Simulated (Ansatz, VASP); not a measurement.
Zr3S2 in VASP and in Ansatz

```
Zr S
1.0
     2.86457    1.65386    3.43470
    -2.86457    1.65386    3.43470
     0.00000   -3.30772    3.43470
Zr S
3 2
Direct
  0.16184 0.83816 0.50000
  0.50000 0.16184 0.83816
  0.83816 0.50000 0.16184
  0.33496 0.33496 0.33496
  0.66504 0.66504 0.66504
```

Alike in both runs: functional PBEsol; k mesh 12 × 12 × 12; occupations gaussian, width 0.1 eV; no spin polarisation.

Ansatz relaxed the structure, and its values are those at the end. VASP's run is a single point on that final structure, the one shown.

```csv
,VASP,Ansatz
version,VASP 6.6.1,Ansatz 0.2.0
potentials or method,"VASP PAW PBE potentials, release 64 (Zr_sv, S), cutoff 520 eV","scalar-relativistic, plane waves, PAW"
valence electrons in the cell,48,48
```

```tsv
	VASP	Ansatz	Ansatz less VASP
gap on the k mesh at the Fermi level (eV)	none	none	-
pressure (GPa)	0.1	0.0	-0.16
rms of the force components (eV/Å)	0.006	0.002	-0.0035
```

VASP's potentials were made for PBE, not for PBEsol. A gap of «none» marks a metal or a gap that the smearing closes. With one functional, cell and mesh, what is left measures potentials, basis and numerics.
